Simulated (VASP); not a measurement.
Input of a VASP 6.6.1 run:

INCAR

```
SYSTEM = BN
  ALGO = Normal
  EDIFF = 1E-8
  ENCUT = 520
  GGA = PE
  IBRION = 8
  ISIF = 2
  ISMEAR = 0
  LASPH = .True.
  LCHARG = .False.
  LREAL = .False.
  LWAVE = .False.
  NELM = 60
  NSW = 1
  PREC = Accurate
  SIGMA = 0.01
```

KPOINTS

```
k-points
0
Gamma
  7 7 3
  0 0 0
```

The input POSCAR:

```
BN
1.0
    2.4982400000      0.0000000000      0.0000000000
   -1.2491200000      2.1635393000      0.0000000000
    0.0000000000      0.0000000000      6.6357000000
B N
2 2
Direct
    0.3333333349      0.6666666697      0.2500000000
    0.6666666674      0.3333333349      0.7500000000
    0.3333333349      0.6666666697      0.7500000000
    0.6666666674      0.3333333349      0.2500000000
```

Potentials or basis: VASP PAW PBE potentials, release 64 (B, N).

Command:

```sh
$ cat potpaw_PBE.64/B/POTCAR potpaw_PBE.64/N/POTCAR > POTCAR
$ mpirun -np 1 vasp_std > vasp.out
```

(1) Predict the highest phonon frequency at Γ, LO-TO splitting left out.

Results:

(1) 1370 cm⁻¹.

Caveat: the k points lie up to 0.41 Å⁻¹ apart; the cell stands under pressure or tension, which shifts response properties.
